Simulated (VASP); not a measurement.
Runs of VASP 6.6.1 on TePb. The structure is that of space group P6_3/mmc (No. 194), or close to it. The cells are those of the table. 

| cell | gap on the mesh (eV) | pressure (GPa) |
| --- | --- | --- |
| a = 4.465, b = 4.465, c = 7.886 Å, angles 90.0, 90.0, 120.0°, 4 atoms | 0.10 | (c) |
| a = 4.496, b = 4.496, c = 7.902 Å, angles 90.0, 90.0, 120.0°, 4 atoms | 0.14 | (b) |
| a = 4.534, b = 4.534, c = 7.929 Å, angles 90.0, 90.0, 120.0°, 4 atoms | 0.18 | 0.7 |
| a = 4.601, b = 4.601, c = 8.015 Å, angles 90.0, 90.0, 120.0°, 4 atoms | (a) | -0.8 |
| a = 4.571, b = 4.571, c = 7.962 Å, angles 90.0, 90.0, 120.0°, 4 atoms | 0.21 | 0.0 |

Alike in all rows: task single point; level PBE; potentials or basis VASP PAW PBE potentials, release 64 (Pb_d, Te); no spin polarisation; k mesh 8 × 8 × 6; cutoff (eV) 520; smearing gaussian 0.05 eV.

Task: Fill in the values left out.

Result: (a) 0.25; (b) 1.6; (c) 2.3.

Caveats: spin-orbit coupling is left out, which moves the levels of the heavy elements.

A k mesh can miss the band edges, and the runs leave out spin-orbit coupling on Pb, Te.
